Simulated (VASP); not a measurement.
# Na (Fd-3m) in VASP: single point with r2SCAN

Aim: the single point of Na with r2SCAN.

Program: VASP 6.6.1. These are calculated values, not measurements. Logs are shortened: lines on timing, memory, paths and dates and some standing lists are left out, and cuts for length are marked.

## 1. The cell of the first run

The structure is cubic, space group Fd-3m (No. 227). Conventional cell: a = 7.617 Å, b = 7.617 Å, c = 7.617 Å, α = 90.00°, β = 90.00°, γ = 90.00°. Na (site symmetry -43m) has 4 Na at 3.30 Å within 4.3 Å.

This isn't the form of Na at room conditions, which is bcc.

## 2. Single point, r2SCAN

POSCAR

```
Na
1.0
    0.0000000000      3.8086773721      3.8086773721
    3.8086773721      0.0000000000      3.8086773721
    3.8086773721      3.8086773721      0.0000000000
Na
2
Direct
    0.5000000000      0.5000000000      0.5000000000
    0.7500000000      0.7500000000      0.7500000000
```

INCAR.step1

```
PREC     = Accurate       # precision mode
ENCUT    = 520            # plane-wave cutoff, eV
ISMEAR   = 0              # smearing method
SIGMA    = 0.1            # smearing width, eV
LREAL    = F              # projectors in reciprocal space
LASPH    = T              # aspherical terms in the spheres
NELM     = 80             # most SCF steps
NBANDS   = 14             # bands
GGA      = PE             # functional
ALGO     = Normal         # electronic algorithm
EDIFF    = 1E-4           # SCF threshold, eV
LWAVE    = T              # write WAVECAR
LCHARG   = F              # write CHGCAR
```

INCAR.step2

```
PREC     = Accurate       # precision mode
ENCUT    = 520            # plane-wave cutoff, eV
EDIFF    = 1E-6           # SCF threshold, eV
ISMEAR   = 0              # smearing method
SIGMA    = 0.1            # smearing width, eV
LREAL    = F              # projectors in reciprocal space
LASPH    = T              # aspherical terms in the spheres
NELM     = 80             # most SCF steps
ALGO     = Normal         # electronic algorithm
ISIF     = 2              # what is computed and relaxed
LWAVE    = F              # write WAVECAR
LCHARG   = F              # write CHGCAR
METAGGA  = R2SCAN         # meta-GGA
LMIXTAU  = T            
NBANDS   = 14             # bands
ISTART   = 1
```

KPOINTS

```
regular mesh
0
Gamma
  12 12 12
```

Potentials or basis: VASP PAW PBE potentials, release 64 (Na_pv).

Started as:

```console
> cat potpaw_PBE.64/Na_pv/POTCAR > POTCAR
> cp INCAR.step1 INCAR
> mpirun -np 1 vasp_std > vasp.out
> cp INCAR.step2 INCAR
> mpirun -np 1 vasp_std > vasp.out
```

OUTCAR:

```text
PREC = Accurate
   ENCUT = 520
   EDIFF = 1E-6
   ISMEAR = 0
   LREAL = F
   LASPH = T
   NELM = 80
   ISIF = 2
   METAGGA = R2SCAN
   ISTART = 1

 ion  position               nearest neighbor table
   1  0.500  0.500  0.500-
   2  0.750  0.750  0.750-

  LATTYP: Found a face centered cubic cell.
 ALAT       =     7.6173547442

  Lattice vectors:

 A1 = (   0.0000000000,   3.8086773721,   3.8086773721)
 A2 = (   3.8086773721,   0.0000000000,   3.8086773721)
 A3 = (   3.8086773721,   3.8086773721,   0.0000000000)

Analysis of symmetry for initial positions (statically):
=====================================================================
 Subroutine PRICEL returns:
 Original cell was already a primitive cell.

 Routine SETGRP: Setting up the symmetry group for a
 face centered cubic supercell.

 Subroutine GETGRP returns: Found 48 space group operations
 (whereof 24 operations were pure point group operations)
 out of a pool of 48 trial point group operations.

The static configuration has the point symmetry T_d .
 The point group associated with its full space group is O_h .

Analysis of symmetry for dynamics (positions and initial velocities):
=====================================================================
 Subroutine PRICEL returns:
 Original cell was already a primitive cell.

 Routine SETGRP: Setting up the symmetry group for a
 face centered cubic supercell.

 Subroutine GETGRP returns: Found 48 space group operations
 (whereof 24 operations were pure point group operations)
 out of a pool of 48 trial point group operations.

The dynamic configuration has the point symmetry T_d .
 The point group associated with its full space group is O_h .

 Subroutine INISYM returns: Found 48 space group operations
 (whereof 24 operations are pure point group operations),
 and found     1 'primitive' translations

----------------------------------------------------------------------------------------

                                     Primitive cell

  volume of cell :     110.4975

  direct lattice vectors                    reciprocal lattice vectors
     0.000000000  3.808677372  3.808677372    -0.131279169  0.131279169  0.131279169
     3.808677372  0.000000000  3.808677372     0.131279169 -0.131279169  0.131279169
     3.808677372  3.808677372  0.000000000     0.131279169  0.131279169 -0.131279169

  length of vectors
     5.386283194  5.386283194  5.386283194     0.227382191  0.227382191  0.227382191

  position of ions in fractional coordinates (direct lattice)
     0.500000000  0.500000000  0.500000000
     0.750000000  0.750000000  0.750000000

  ion indices of the primitive-cell ions
   primitive index   ion index
                 1           1
                 2           2

----------------------------------------------------------------------------------------

 KPOINTS: regular mesh

Automatic generation of k-mesh.
 Grid dimensions read from file:
 generate k-points for:   12   12   12

 Generating k-lattice:

  Cartesian coordinates                     Fractional coordinates (reciprocal lattice)
    -0.010939931  0.010939931  0.010939931     0.083333333  0.000000000  0.000000000
     0.010939931 -0.010939931  0.010939931     0.000000000  0.083333333  0.000000000
     0.010939931  0.010939931 -0.010939931     0.000000000  0.000000000  0.083333333

  Length of vectors
     0.018948516  0.018948516  0.018948516

  Shift w.r.t. Gamma in fractional coordinates (k-lattice)
     0.000000000  0.000000000  0.000000000

 Subroutine IBZKPT returns following result:
 ===========================================

 Found     72 irreducible k-points:

 Following reciprocal coordinates:
            Coordinates               Weight
  0.000000  0.000000  0.000000      1.000000
  0.083333  0.000000  0.000000      8.000000
  0.166667  0.000000  0.000000      8.000000
  0.250000  0.000000  0.000000      8.000000
  0.333333  0.000000  0.000000      8.000000
  0.416667  0.000000  0.000000      8.000000
[... 16 lines left out ...]
  0.500000  0.166667  0.000000     24.000000
 -0.416667  0.166667  0.000000     24.000000
 [... further k-points ...]
   k-points           NKPTS =     72   k-points in BZ     NKDIM =     72   number of bands    NBANDS=     14
   number of dos      NEDOS =    301   number of ions     NIONS =      2
   total plane-waves  NPLWV =  64000
   dimension x,y,z NGX =    40 NGY =   40 NGZ =   40
   dimension x,y,z NGXF=    80 NGYF=   80 NGZF=   80
   ions per type =               2
   NGX,Y,Z   is equivalent  to a cutoff of  12.35, 12.35, 12.35 a.u.
   NGXF,Y,Z  is equivalent  to a cutoff of  24.69, 24.69, 24.69 a.u.
 SYSTEM =  unknown system
   PREC   = accura    normal or accurate (medium, high low for compatibility)
   ISTART =      1    job   : 0-new  1-cont  2-samecut
   ICHARG =      0    charge: 1-file 2-atom 10-const
   ISPIN  =      1    spin polarized calculation?
   LNONCOLLINEAR =      F non collinear calculations
   LSORBIT =      F    spin-orbit coupling
   LASPH  =      T    aspherical Exc in radial PAW
   ENCUT  =  520.0 eV  38.22 Ry    6.18 a.u.  10.01 10.01 10.01*2*pi/ulx,y,z
   NELM   =     80;   NELMIN=  2; NELMDL=  0     # of ELM steps
   EDIFF  = 0.1E-05   stopping-criterion for ELM
   LREAL  =      F    real-space projection
   EDIFFG = 0.1E-04   stopping-criterion for IOM
   NSW    =      0    number of steps for IOM
   IBRION =     -1    ionic relax: 0-MD 1-quasi-New 2-CG
   NFREE  =      0    steps in history (QN), initial steepest desc. (CG)
   ISIF   =      2    stress and relaxation
   ISYM   =      2    0-nonsym 1-usesym 2-fastsym
   POTIM  = 0.5000    time-step for ionic-motion
   TEBEG  =    0.0;   TEEND  =   0.0 temperature during run
   PSTRESS=    0.0 pullay stress
   NELECT =      14.0000    total number of electrons
   NUPDOWN=      -1.0000    fix difference up-down
   EMIN   =  10.00;   EMAX   =-10.00  energy-range for DOS
   EFERMI =   0.00;   METHOD = LEGACY
   ISMEAR =     0;   SIGMA  =   0.10  broadening in eV -4-tet -1-fermi 0-gaus
   EFERMI_NEDOS =   21; number of points for ismear=-14 and -15
   IALGO  =     38    algorithm
   IMIX   =      4    mixing-type and parameters
     AMIX     =   0.40;   BMIX     =  1.00
     AMIX_MAG =   1.60;   BMIX_MAG =  1.00
  volume/ion in A,a.u.               =      55.25       372.84
  Fermi-wavevector in a.u.,A,eV,Ry     =   0.822243  1.553813  9.198667  0.676083
  Thomas-Fermi vector in A             =   1.933543
   LORBIT       =      0    0 simple, 1 ext, 2 COOP (PROOUT), +10 PAW based schemes
   METAGGA = R2SCAN    functional components
   LHFCALC =     F    Hartree Fock is set to
   AEXX    =    0.0000 exact exchange contribution
   IVDW    =     0    specifies the selected vdW correction
   LEPSILON=     F    determine dielectric tensor
   LRPA    =     F    only Hartree local field effects (RPA)
 non-spin polarized calculation
 Gauss-broadening in eV      SIGMA  =   0.10
  energy-cutoff  :      520.00
  volume of cell :      110.50
 maximum number of plane-waves:      2996
   NGX = 21   NGY = 21   NGZ = 21

 number of electron      13.9999987 magnetization

 Free energy of the ion-electron system (eV)
  ---------------------------------------------------
  ext. energy  EPLUGINS =         0.00000000
  ---------------------------------------------------
  free energy    TOTEN  =        -6.33122483 eV

  energy without entropy =       -6.32616688  energy(sigma->0) =       -6.32869586

 E-fermi :  -0.5769     XC(G=0):  -5.7909

 val. band max:       -0.6010847734   @ k =  -0.4167   0.0833   0.0000
 cond. band min:      -0.5303506475   @ k =  -0.3333   0.4167   0.1667
 fundamental gap:      0.0707341259
 Fermi energy:        -0.5769415287

 k-point     1 :       0.0000    0.0000    0.0000
  band No.  band energies     occupation
      1     -27.1945      2.00000
      2     -27.1942      2.00000
      3     -27.1942      2.00000
      4     -27.1626      2.00000
      5     -27.1622      2.00000
      6     -27.1622      2.00000
      7      -3.3273      2.00000
      8       4.2750      0.00000
      9       4.2750      0.00000
     10       4.2754      0.00000
     11       4.6170      0.00000
     12       4.6170      0.00000
     13       4.6173      0.00000
     14       6.8159      0.00000

 k-point     2 :       0.0833    0.0000    0.0000
  band No.  band energies     occupation
      1     -27.1947      2.00000
      2     -27.1944      2.00000
      3     -27.1941      2.00000
      4     -27.1625      2.00000
      5     -27.1622      2.00000
      6     -27.1620      2.00000
      7      -3.2677      2.00000
      8       3.4598      0.00000
      9       4.0384      0.00000
     10       4.0387      0.00000
     11       4.9296      0.00000
     12       4.9299      0.00000
     13       5.0130      0.00000
     14       6.4738      0.00000

 k-point     3 :       0.1667    0.0000    0.0000
  band No.  band energies     occupation
      1     -27.1954      2.00000
      2     -27.1951      2.00000
      3     -27.1940      2.00000
      4     -27.1627      2.00000
      5     -27.1616      2.00000
      6     -27.1614      2.00000
      7      -3.0891      2.00000
      8       2.4040      0.00000
      9       3.7762      0.00000
     10       3.7765      0.00000
     11       5.0845      0.00000
     12       5.2795      0.00000
     13       5.2797      0.00000
     14       6.1015      0.00000
[... 324 lines left out ...]
 k-point    23 :       0.5000    0.1667    0.0000
  band No.  band energies     occupation
      1     -27.1999      2.00000
      2     -27.1987      2.00000
      3     -27.1892      2.00000
      4     -27.1680      2.00000
      5     -27.1583      2.00000
      6     -27.1571      2.00000
      7      -1.4730      2.00000
      8      -0.4521      0.07740
      9       2.1615      0.00000
     10       2.7384      0.00000
     11       3.6573      0.00000
     12       5.4753      0.00000
     13       6.1385      0.00000
     14       6.8930      0.00000

 k-point    24 :      -0.4167    0.1667    0.0000
  band No.  band energies     occupation
      1     -27.2002      2.00000
      2     -27.1984      2.00000
      3     -27.1893      2.00000
      4     -27.1679      2.00000
      5     -27.1586      2.00000
      6     -27.1568      2.00000
      7      -1.2970      2.00000
      8      -0.6635      1.77894
      9       1.9396      0.00000
     10       2.9230      0.00000
     11       3.8467      0.00000
     12       5.2598      0.00000
     13       6.0998      0.00000
     14       7.3156      0.00000

 [... further k-points ...]

------------------------ aborting loop because EDIFF is reached ----------------------------------------

  FORCE on cell =-STRESS in cart. coord.  units (eV):
  Direction    XX          YY          ZZ          XY          YZ          ZX
  --------------------------------------------------------------------------------------
  -------------------------------------------------------------------------------------
  Total        0.0127382      0.0127382      0.0127382      0.0000000      0.0000000      0.0000000
  in kB        0.1846995      0.1846995      0.1846995      0.0000000      0.0000000      0.0000000
  external PRESSURE =       0.1846995 kB  Pullay stress =       0.0000000 kB

 VOLUME and BASIS-vectors are now :
 -----------------------------------------------------------------------------
  energy-cutoff  :      520.00
  volume of cell :      110.50
      direct lattice vectors                 reciprocal lattice vectors
     0.000000000  3.808677372  3.808677372    -0.131279169  0.131279169  0.131279169
     3.808677372  0.000000000  3.808677372     0.131279169 -0.131279169  0.131279169
     3.808677372  3.808677372  0.000000000     0.131279169  0.131279169 -0.131279169

 POSITION                                       TOTAL-FORCE (eV/Angst)
 -----------------------------------------------------------------------------------
      3.80868      3.80868      3.80868        -0.000000     -0.000000     -0.000000
      5.71302      5.71302      5.71302         0.000000      0.000000      0.000000
 -----------------------------------------------------------------------------------
    total drift:                               -0.000000     -0.000000      0.000000

  FREE ENERGIE OF THE ION-ELECTRON SYSTEM (eV)
  ---------------------------------------------------
  free  energy   TOTEN  =        -6.3312248312 eV

  energy  without entropy=       -6.3261668827  energy(sigma->0) =       -6.32869586
```

It took 12 min on 1 thread of Intel Xeon 8259CL, shared host; peak memory 0.29 GiB.

What came out:

```yaml
Free_energy: -6.3312 eV
Pressure: 0.0 GPa
Band_gap_on_the_k_mesh: zero (bands 7 and 8 overlap by 0.89 eV)
```

Levels at points of the mesh, in eV from the Fermi level:
```tsv
k point	band 5	band 6	band 7	band 8	band 9	band 10
(0.00, 0.00, 0.00)	-26.59	-26.59	-2.75	4.85	4.85	4.85
(0.50, 0.00, 0.00)	-26.58	-26.58	-0.83	-0.39	4.07	4.07
(0.50, 0.50, 0.00)	-26.58	-26.58	0.05	0.05	2.47	2.47
```

Caveat: the PAW data sets were made with another functional, which shifts forces and pressure a little.

The gap in the log of VASP goes by the Fermi energy; the results here count the filled bands.